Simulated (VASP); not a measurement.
# PbF2 (Fm-3m) in VASP: single point with PBEsol

Aim: the single point of PbF2 with PBEsol.

Everything below comes from runs of VASP 6.6.1. Logs are shortened: lines on timing, memory, paths and dates and some standing lists are left out, and cuts for length are marked.

## (1) The cell of the first run

Symmetry: Fm-3m, No. 225, cubic system. The conventional cell has a = 5.927 Å, b = 5.927 Å, c = 5.927 Å, α = 90.00°, β = 90.00°, γ = 90.00°. Within 3.4 Å of Pb (site symmetry m-3m) lie 8 F at 2.57 Å. F (site symmetry -43m) has 4 Pb at 2.57 Å and 6 F at 2.96 Å within 3.4 Å.

## (2) Single point, PBEsol

Input file INCAR:

```
SYSTEM = PbF2
ALGO     = Normal         ! electronic algorithm
EDIFF    = 1E-6           ! SCF threshold, eV
ENCUT    = 600            ! plane-wave cutoff, eV
GGA      = PS             ! functional
GGA_COMPAT= .False.      
ISIF     = 2              ! what is computed and relaxed
ISMEAR   = -1             ! smearing method
LASPH    = .True.         ! aspherical terms in the spheres
LCHARG   = .False.        ! write CHGCAR
LREAL    = .False.        ! projectors in reciprocal space
LWAVE    = .False.        ! write WAVECAR
NBANDS   = 21             ! bands
NELM     = 120            ! most SCF steps
PREC     = Accurate       ! precision mode
SIGMA    = 0.0272         ! smearing width, eV
```

Input file KPOINTS:

```
k-points
0
Gamma
  6 6 6
  0 0 0
```

Input file POSCAR:

```
PbF2
1.0
    0.0000000000      2.9636600000      2.9636600000
    2.9636600000      0.0000000000      2.9636600000
    2.9636600000      2.9636600000      0.0000000000
Pb F
1 2
Direct
    0.0000000000      0.0000000000      0.0000000000
    0.2500000000      0.2500000000      0.2500000000
    0.7500000000      0.7500000000      0.7500000000
```

Potentials or basis: VASP PAW PBE potentials, release 64 (Pb_d, F).

The run is started by

```sh
cat potpaw_PBE.64/Pb_d/POTCAR potpaw_PBE.64/F/POTCAR > POTCAR
mpirun -np 1 vasp_std > vasp.out
```

OUTCAR:

```text
SYSTEM = PbF2
   EDIFF = 1E-6
   ENCUT = 600
   GGA = PS
   ISIF = 2
   ISMEAR = -1
   LASPH = .True.
   LREAL = .False.
   NELM = 120
   PREC = Accurate

 ion  position               nearest neighbor table
   1  0.000  0.000  0.000-   3 2.57   3 2.57   3 2.57   2 2.57   2 2.57   2 2.57   3 2.57   2 2.57

   2  0.250  0.250  0.250-   1 2.57   1 2.57   1 2.57   1 2.57
   3  0.750  0.750  0.750-   1 2.57   1 2.57   1 2.57   1 2.57

  LATTYP: Found a face centered cubic cell.
 ALAT       =     5.9273200000

  Lattice vectors:

 A1 = (   0.0000000000,   2.9636600000,   2.9636600000)
 A2 = (   2.9636600000,   0.0000000000,   2.9636600000)
 A3 = (   2.9636600000,   2.9636600000,   0.0000000000)

Analysis of symmetry for initial positions (statically):
=====================================================================
 Subroutine PRICEL returns:
 Original cell was already a primitive cell.

 Routine SETGRP: Setting up the symmetry group for a
 face centered cubic supercell.

 Subroutine GETGRP returns: Found 48 space group operations
 (whereof 48 operations were pure point group operations)
 out of a pool of 48 trial point group operations.

The static configuration has the point symmetry O_h .

Analysis of symmetry for dynamics (positions and initial velocities):
=====================================================================
 Subroutine PRICEL returns:
 Original cell was already a primitive cell.

 Routine SETGRP: Setting up the symmetry group for a
 face centered cubic supercell.

 Subroutine GETGRP returns: Found 48 space group operations
 (whereof 48 operations were pure point group operations)
 out of a pool of 48 trial point group operations.

The dynamic configuration has the point symmetry O_h .

 Subroutine INISYM returns: Found 48 space group operations
 (whereof 48 operations are pure point group operations),
 and found     1 'primitive' translations

----------------------------------------------------------------------------------------

                                     Primitive cell

  volume of cell :      52.0613

  direct lattice vectors                    reciprocal lattice vectors
     0.000000000  2.963660000  2.963660000    -0.168710311  0.168710311  0.168710311
     2.963660000  0.000000000  2.963660000     0.168710311 -0.168710311  0.168710311
     2.963660000  2.963660000  0.000000000     0.168710311  0.168710311 -0.168710311

  length of vectors
     4.191248166  4.191248166  4.191248166     0.292214830  0.292214830  0.292214830

  position of ions in fractional coordinates (direct lattice)
     0.000000000  0.000000000  0.000000000
     0.250000000  0.250000000  0.250000000
     0.750000000  0.750000000  0.750000000

  ion indices of the primitive-cell ions
   primitive index   ion index
                 1           1
                 2           2
                 3           3

----------------------------------------------------------------------------------------

 KPOINTS: k-points

Automatic generation of k-mesh.
 Grid dimensions read from file:
 generate k-points for:    6    6    6

 Generating k-lattice:

  Cartesian coordinates                     Fractional coordinates (reciprocal lattice)
    -0.028118385  0.028118385  0.028118385     0.166666667  0.000000000  0.000000000
     0.028118385 -0.028118385  0.028118385     0.000000000  0.166666667  0.000000000
     0.028118385  0.028118385 -0.028118385     0.000000000  0.000000000  0.166666667

  Length of vectors
     0.048702472  0.048702472  0.048702472

  Shift w.r.t. Gamma in fractional coordinates (k-lattice)
     0.000000000  0.000000000  0.000000000

 Subroutine IBZKPT returns following result:
 ===========================================

 Found     16 irreducible k-points:

 Following reciprocal coordinates:
            Coordinates               Weight
  0.000000  0.000000  0.000000      1.000000
  0.166667  0.000000  0.000000      8.000000
  0.333333  0.000000  0.000000      8.000000
  0.500000  0.000000  0.000000      4.000000
  0.166667  0.166667  0.000000      6.000000
  0.333333  0.166667  0.000000     24.000000
[... 8 lines left out ...]
 -0.333333  0.333333  0.166667     24.000000
 -0.333333  0.500000  0.166667     12.000000
   k-points           NKPTS =     16   k-points in BZ     NKDIM =     16   number of bands    NBANDS=     21
   number of dos      NEDOS =    301   number of ions     NIONS =      3
   total plane-waves  NPLWV =  46656
   dimension x,y,z NGX =    36 NGY =   36 NGZ =   36
   dimension x,y,z NGXF=    72 NGYF=   72 NGZF=   72
   ions per type =               1   2
   NGX,Y,Z   is equivalent  to a cutoff of  14.28, 14.28, 14.28 a.u.
   NGXF,Y,Z  is equivalent  to a cutoff of  28.56, 28.56, 28.56 a.u.
 SYSTEM =  PbF2
   PREC   = accura    normal or accurate (medium, high low for compatibility)
   ISTART =      0    job   : 0-new  1-cont  2-samecut
   ICHARG =      2    charge: 1-file 2-atom 10-const
   ISPIN  =      1    spin polarized calculation?
   LNONCOLLINEAR =      F non collinear calculations
   LSORBIT =      F    spin-orbit coupling
   LASPH  =      T    aspherical Exc in radial PAW
   ENCUT  =  600.0 eV  44.10 Ry    6.64 a.u.   8.37  8.37  8.37*2*pi/ulx,y,z
   NELM   =    120;   NELMIN=  2; NELMDL= -5     # of ELM steps
   EDIFF  = 0.1E-05   stopping-criterion for ELM
   LREAL  =      F    real-space projection
   EDIFFG = 0.1E-04   stopping-criterion for IOM
   NSW    =      0    number of steps for IOM
   IBRION =     -1    ionic relax: 0-MD 1-quasi-New 2-CG
   NFREE  =      0    steps in history (QN), initial steepest desc. (CG)
   ISIF   =      2    stress and relaxation
   ISYM   =      2    0-nonsym 1-usesym 2-fastsym
   POTIM  = 0.5000    time-step for ionic-motion
   TEBEG  =    0.0;   TEEND  =   0.0 temperature during run
   PSTRESS=    0.0 pullay stress
   NELECT =      28.0000    total number of electrons
   NUPDOWN=      -1.0000    fix difference up-down
   EMIN   =  10.00;   EMAX   =-10.00  energy-range for DOS
   EFERMI =   0.00;   METHOD = LEGACY
   ISMEAR =    -1;   SIGMA  =   0.03  broadening in eV -4-tet -1-fermi 0-gaus
   EFERMI_NEDOS =   21; number of points for ismear=-14 and -15
   IALGO  =     38    algorithm
   IMIX   =      4    mixing-type and parameters
     AMIX     =   0.40;   BMIX     =  1.00
     AMIX_MAG =   1.60;   BMIX_MAG =  1.00
  volume/ion in A,a.u.               =      17.35       117.11
  Fermi-wavevector in a.u.,A,eV,Ry     =   1.331340  2.515869 24.115883  1.772467
  Thomas-Fermi vector in A             =   2.460359
   LORBIT       =      0    0 simple, 1 ext, 2 COOP (PROOUT), +10 PAW based schemes
   GGA     = PS    functional components
   LHFCALC =     F    Hartree Fock is set to
   AEXX    =    0.0000 exact exchange contribution
   IVDW    =     0    specifies the selected vdW correction
   LEPSILON=     F    determine dielectric tensor
   LRPA    =     F    only Hartree local field effects (RPA)
 non-spin polarized calculation
  energy-cutoff  :      600.00
  volume of cell :       52.06
 maximum number of plane-waves:      1807
 NGX is ok and might be reduce to    36
   NGX = 17   NGY = 17   NGZ = 17

 number of electron      28.0000008 magnetization

 Free energy of the ion-electron system (eV)
  ---------------------------------------------------
  ext. energy  EPLUGINS =         0.00000000
  ---------------------------------------------------
  free energy    TOTEN  =       -14.93783359 eV

  energy without entropy =      -14.93783359  energy(sigma->0) =      -14.93783359

 E-fermi :   2.4533     XC(G=0):  -9.6589

 val. band max:        1.7144076775   @ k =  -0.3333   0.3333   0.1667
 cond. band min:       6.0401958915   @ k =   0.5000   0.5000   0.0000
 fundamental gap:      4.3257882140
 Fermi energy:         2.4533270130

 k-point     1 :       0.0000    0.0000    0.0000
  band No.  band energies     occupation
      1     -19.2410      2.00000
      2     -18.6016      2.00000
      3     -12.6281      2.00000
      4     -12.6281      2.00000
      5     -12.6281      2.00000
      6     -12.5644      2.00000
[... 13 lines left out ...]
     20      16.7135      0.00000
     21      19.0843      0.00000

 k-point     2 :       0.1667    0.0000    0.0000
  band No.  band energies     occupation
      1     -19.1873      2.00000
      2     -18.6502      2.00000
      3     -12.6176      2.00000
      4     -12.6176      2.00000
      5     -12.5716      2.00000
      6     -12.5636      2.00000
[... 13 lines left out ...]
     20      16.0983      0.00000
     21      18.1361      0.00000

 k-point     3 :       0.3333    0.0000    0.0000
  band No.  band energies     occupation
      1     -19.0593      2.00000
      2     -18.7642      2.00000
      3     -12.6086      2.00000
      4     -12.6086      2.00000
      5     -12.5500      2.00000
      6     -12.5500      2.00000
[... 13 lines left out ...]
     20      15.5079      0.00000
     21      16.5503      0.00000

 k-point     4 :       0.5000    0.0000    0.0000
  band No.  band energies     occupation
      1     -18.9452      2.00000
      2     -18.8693      2.00000
      3     -12.6093      2.00000
      4     -12.6093      2.00000
      5     -12.5378      2.00000
      6     -12.5378      2.00000
[... 13 lines left out ...]
     20      15.3456      0.00000
     21      15.8607      0.00000

 k-point     5 :       0.1667    0.1667    0.0000
  band No.  band energies     occupation
      1     -19.1712      2.00000
      2     -18.6640      2.00000
      3     -12.6060      2.00000
      4     -12.6060      2.00000
      5     -12.5728      2.00000
      6     -12.5650      2.00000
[... 13 lines left out ...]
     20      16.9665      0.00000
     21      18.1195      0.00000

 k-point     6 :       0.3333    0.1667    0.0000
  band No.  band energies     occupation
      1     -19.0738      2.00000
      2     -18.7485      2.00000
      3     -12.5916      2.00000
      4     -12.5913      2.00000
      5     -12.5657      2.00000
      6     -12.5470      2.00000
[... 13 lines left out ...]
     20      16.7820      0.00000
     21      17.6897      0.00000

 k-point     7 :       0.5000    0.1667    0.0000
  band No.  band energies     occupation
      1     -18.9535      2.00000
      2     -18.8560      2.00000
      3     -12.5922      2.00000
      4     -12.5917      2.00000
      5     -12.5380      2.00000
      6     -12.5319      2.00000
[... 13 lines left out ...]
     20      16.9015      0.00000
     21      17.5503      0.00000
[... 99 lines left out ...]
      1     -18.9098      2.00000
      2     -18.8903      2.00000
      3     -12.5856      2.00000
      4     -12.5577      2.00000
      5     -12.5574      2.00000
      6     -12.4736      2.00000
[... 13 lines left out ...]
     20      17.5203      0.00000
     21      18.2677      0.00000

 k-point    13 :       0.5000    0.5000    0.0000
  band No.  band energies     occupation
      1     -18.9521      2.00000
      2     -18.8423      2.00000
      3     -12.6020      2.00000
      4     -12.5394      2.00000
      5     -12.5371      2.00000
      6     -12.5371      2.00000
[... 13 lines left out ...]
     20      18.2461      0.00000
     21      18.9200      0.00000

 k-point    14 :       0.5000    0.3333    0.1667
  band No.  band energies     occupation
      1     -18.9882      2.00000
      2     -18.8200      2.00000
      3     -12.5867      2.00000
      4     -12.5647      2.00000
      5     -12.5619      2.00000
      6     -12.5179      2.00000
[... 13 lines left out ...]
     20      17.4893      0.00000
     21      18.3198      0.00000

 k-point    15 :      -0.3333    0.3333    0.1667
  band No.  band energies     occupation
      1     -18.9095      2.00000
      2     -18.8905      2.00000
      3     -12.5850      2.00000
      4     -12.5662      2.00000
      5     -12.5437      2.00000
      6     -12.4906      2.00000
[... 13 lines left out ...]
     20      18.1090      0.00000
     21      18.1540      0.00000

 k-point    16 :      -0.3333    0.5000    0.1667
  band No.  band energies     occupation
      1     -18.9249      2.00000
      2     -18.8700      2.00000
      3     -12.5910      2.00000
      4     -12.5495      2.00000
      5     -12.5370      2.00000
      6     -12.5021      2.00000
[... 13 lines left out ...]
     20      16.9286      0.00000
     21      18.1921      0.00000

------------------------ aborting loop because EDIFF is reached ----------------------------------------

  FORCE on cell =-STRESS in cart. coord.  units (eV):
  Direction    XX          YY          ZZ          XY          YZ          ZX
  --------------------------------------------------------------------------------------
  -------------------------------------------------------------------------------------
  Total       -0.4219590     -0.4219590     -0.4219590     -0.0000000     -0.0000000      0.0000000
  in kB      -12.9857100    -12.9857100    -12.9857100     -0.0000000     -0.0000000      0.0000000
  external PRESSURE =     -12.9857100 kB  Pullay stress =       0.0000000 kB

 VOLUME and BASIS-vectors are now :
 -----------------------------------------------------------------------------
  energy-cutoff  :      600.00
  volume of cell :       52.06
      direct lattice vectors                 reciprocal lattice vectors
     0.000000000  2.963660000  2.963660000    -0.168710311  0.168710311  0.168710311
     2.963660000  0.000000000  2.963660000     0.168710311 -0.168710311  0.168710311
     2.963660000  2.963660000  0.000000000     0.168710311  0.168710311 -0.168710311

 POSITION                                       TOTAL-FORCE (eV/Angst)
 -----------------------------------------------------------------------------------
      0.00000      0.00000      0.00000         0.000000     -0.000000      0.000000
      1.48183      1.48183      1.48183        -0.000000      0.000000     -0.000000
      4.44549      4.44549      4.44549         0.000000      0.000000      0.000000
 -----------------------------------------------------------------------------------
    total drift:                                0.000000      0.000000      0.000000

  FREE ENERGIE OF THE ION-ELECTRON SYSTEM (eV)
  ---------------------------------------------------
  free  energy   TOTEN  =       -14.9378335940 eV

  energy  without entropy=      -14.9378335940  energy(sigma->0) =      -14.93783359
```

Wall time 33 s (1 thread of Intel Xeon Platinum 8259CL at 2.50GHz (Skylake/Cascade Lake), shared host); peak memory 0.2 GiB.

What came out:

* Free energy: -14.9378 eV
* Pressure: -1.3 GPa
* Band gap on the k mesh: 4.33 eV (least direct gap 4.46 eV)

Levels at points of the mesh, in eV from the valence-band top:
| k point | band 12 | band 13 | band 14 | band 15 | band 16 | band 17 |
| --- | --- | --- | --- | --- | --- | --- |
| (0.00, 0.00, 0.00) | -1.96 | -1.96 | -1.96 | 6.70 | 6.70 | 6.70 |
| (0.50, 0.00, 0.00) | -2.12 | -2.12 | 0.00 | 4.96 | 7.60 | 7.60 |
| (0.50, 0.50, 0.00) | -1.52 | -1.52 | -0.13 | 4.33 | 7.84 | 7.84 |

Caveat: the PAW data sets were made with another functional, which shifts forces and pressure a little; spin-orbit coupling is left out, which moves the levels of the heavy elements. A k mesh can miss the band edges.
